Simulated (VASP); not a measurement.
Runs of VASP 6.6.1 on Tc. The structure is that of space group P6_3/mmc (No. 194), or close to it. The cells are those of the table. 

```csv
task,cell,cutoff (eV),gap on the mesh (eV),pressure (GPa)
relaxation of cell and atoms,"relaxed to 10 GPa from a = 2.720, b = 2.720, c = 4.442 Å, angles 90.0, 90.0, 120.0°, 2 atoms",600,none,10.1
single point,"a = 2.644, b = 2.644, c = 4.226 Å, angles 90.0, 90.0, 120.0°, 2 atoms",520,none,(a)
single point,"a = 2.712, b = 2.712, c = 4.331 Å, angles 90.0, 90.0, 120.0°, 2 atoms",520,none,0.1
single point,"a = 2.664, b = 2.664, c = 4.258 Å, angles 90.0, 90.0, 120.0°, 2 atoms",520,none,20.1
single point,"a = 2.686, b = 2.686, c = 4.292 Å, angles 90.0, 90.0, 120.0°, 2 atoms",520,none,10.1
```

Alike in all rows: level LDA; potentials or basis VASP PAW LDA potentials, release 64 (Tc_pv); no spin polarisation; k mesh 9 × 9 × 5; smearing fermi-dirac 0.1 eV.

**Question.** Fill in the values left out.

**Answer.** (a) 30.2.

Caveats: the cell is relaxed towards a set pressure, so the enthalpy falls and the energy may rise (some runs).

A k mesh can miss the band edges, and the runs leave out spin-orbit coupling on Tc.

A gap of «none» marks levels without a gap at the run's occupations.
